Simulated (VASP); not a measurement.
Crystal: Sr.

```
Sr
1.0
    -3.70636    3.70636    2.02088
     3.70636   -3.70636    2.02088
     3.70636    3.70636   -2.02088
Sr
2
Cartesian
  0.0000 0.0000 0.0000
  0.0000 3.7064 1.0104
```

Base run:

| Quantity | Value |
| --- | --- |
| Program | VASP 6.6.1 |
| Functional | RPBE |
| Potentials or basis | VASP PAW PBE potentials, release 64 (Sr_sv) |
| Cutoff | 520 eV |
| k mesh | 8 × 8 × 8 |
| Occupations | gaussian, width 0.02 eV |
| Spin | no spin polarisation |

Its results: band gap on the k mesh zero (band 10 reaches 1.87 eV, above the bottom of band 11 at 1.31 eV); pressure 0.7 GPa.

The run is repeated on the same cell with these changes: functional from RPBE to PBE; occupations from gaussian, width 0.02 eV to fermi-dirac, width 0.05 eV. What comes out?

Band gap on the k mesh zero (band 10 reaches 1.77 eV, above the bottom of band 11 at 1.23 eV); pressure 0.0 GPa.

Caveats: the PAW data sets were made with another functional, which shifts forces and pressure a little (some runs).
